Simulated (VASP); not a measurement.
# Hg: single point with PBE

The system is Hg.

```
Hg
1.0
     4.54000    0.00000    0.00000
    -2.27000    3.93176    0.00000
     0.00000    0.00000    3.87000
Hg
3
Direct
  0.33333 0.66667 0.50000
  0.00000 0.00000 0.00000
  0.66667 0.33333 0.50000
```

```yaml
Program: VASP 6.6.1
Task: single point
Functional: PBE
Potentials_or_basis: VASP PAW PBE potentials, release 64 (Hg)
Cutoff: 520 eV
k_mesh: 6 × 6 × 6
Occupations: tetrahedron
Spin: no spin polarisation
```

```
Pressure               : 14.1 GPa
Band gap on the k mesh : zero (bands 18 and 19 overlap by 6.12 eV)
```

Stress tensor (GPa, compression positive):
```
19.06  0.00  0.00
 0.00 19.06  0.00
 0.00  0.00  4.14
```

Levels at points of the mesh, in eV from the Fermi level:
| k point | band 14 | band 15 | band 16 | band 17 | band 18 | band 19 | band 20 | band 21 | band 22 | band 23 |
| --- | --- | --- | --- | --- | --- | --- | --- | --- | --- | --- |
| (0.00, 0.00, 0.00) | -6.78 | -6.06 | -6.06 | 0.34 | 1.89 | 2.60 | 3.52 | 3.52 | 3.79 | 3.79 |
| (0.50, 0.00, 0.00) | -6.39 | -6.00 | -5.85 | -5.08 | -0.72 | 0.24 | 6.03 | 6.08 | 6.99 | 7.72 |
| (0.00, 0.00, 0.50) | -6.18 | -6.18 | -6.17 | -5.28 | 4.17 | 4.17 | 4.19 | 4.78 | 5.25 | 5.57 |
| (0.50, 0.00, 0.50) | -6.17 | -6.12 | -4.03 | -3.20 | -2.39 | -1.30 | 2.25 | 3.41 | 3.83 | 4.85 |

Run time: 46 s on 1 thread of Intel(R) Xeon(R) Platinum 8488C (Sapphire Rapids), with other jobs on the host, peak memory 0.2 GiB.

Caveat: the stress differs along the axes, from 4 to 19 GPa; spin-orbit coupling is left out, which moves the levels of the heavy elements; tetrahedron occupations give inexact forces and stress in metals.
